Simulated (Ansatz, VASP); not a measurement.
## NaAg: VASP beside Ansatz

Contents of INCAR:

```
SYSTEM = NaAg
PREC = Accurate
ENCUT = 520
EDIFF = 1E-6
ISMEAR = -1
SIGMA = 0.05
LREAL = .False.
LASPH = .True.
NELM = 80
ALGO = Normal
ISIF = 2
LWAVE = .False.
LCHARG = .False.
NBANDS = 16
```

KPOINTS

```
regular mesh
0
Gamma
  12 12 12
  0 0 0
```

POSCAR

```
NaAg
1.0
    0.0000000000      2.6756721514      2.6756721514
    2.6756721514      0.0000000000      2.6756721514
    2.6756721514      2.6756721514      0.0000000000
Na Ag
1 1
Direct
    0.0000000000      0.0000000000      0.0000000000
    0.5000000000      0.5000000000      0.5000000000
```

Input for Ansatz:

```yaml
crystal:
  lattice:
    - [0.0, 2.6756721514, 2.6756721514]
    - [2.6756721514, 0.0, 2.6756721514]
    - [2.6756721514, 2.6756721514, 0.0]
  atoms:
    - { symbol: Na, position: [0.0, 0.0, 0.0] }
    - { symbol: Ag, position: [0.5, 0.5, 0.5] }
kpoints:
  mp_grid: { grid: [12, 12, 12] }
  band_path:
    path:
      - [0.0, 0.0, 0.0]
      - [0.5, 0.0, 0.5]
      - [0.625, 0.25, 0.625]
      - [0.375, 0.375, 0.75]
      - [0.0, 0.0, 0.0]
      - [0.5, 0.5, 0.5]
      - [0.5, 0.25, 0.75]
      - [0.5, 0.0, 0.5]
    npoints: 8
scf:
  occupations: { method: fermi_dirac, width: 0.05 }
hamiltonian:
  xc: lda
  pseudopotentials: { kind: all_electron, lapw: { basis_error: 0.0005 } }
output:
  forces: true
  stress: true
  eigenvalues: true
  populations: true
```

Change from the starting cell: volume scaled by 0.8, LAPW.

Alike in both runs: task single point; functional LDA; k mesh 12 × 12 × 12; occupations fermi-dirac, width 0.05 eV; no spin polarisation.

|  | VASP | Ansatz |
| --- | --- | --- |
| version | VASP 6.6.1 | Ansatz 0.2.0 |
| potentials or method | VASP PAW LDA potentials, release 64 (Na_pv, Ag), cutoff 520 eV | all-electron LAPW, scalar-relativistic |

```tsv
	VASP	Ansatz	Ansatz less VASP
pressure (GPa)	7.8	7.8	+0.02
```

LDA's correlation is that of Perdew and Zunger in VASP and of Perdew and Wang (1992) in Ansatz. Ansatz ran all-electron here, and VASP with PAW potentials.
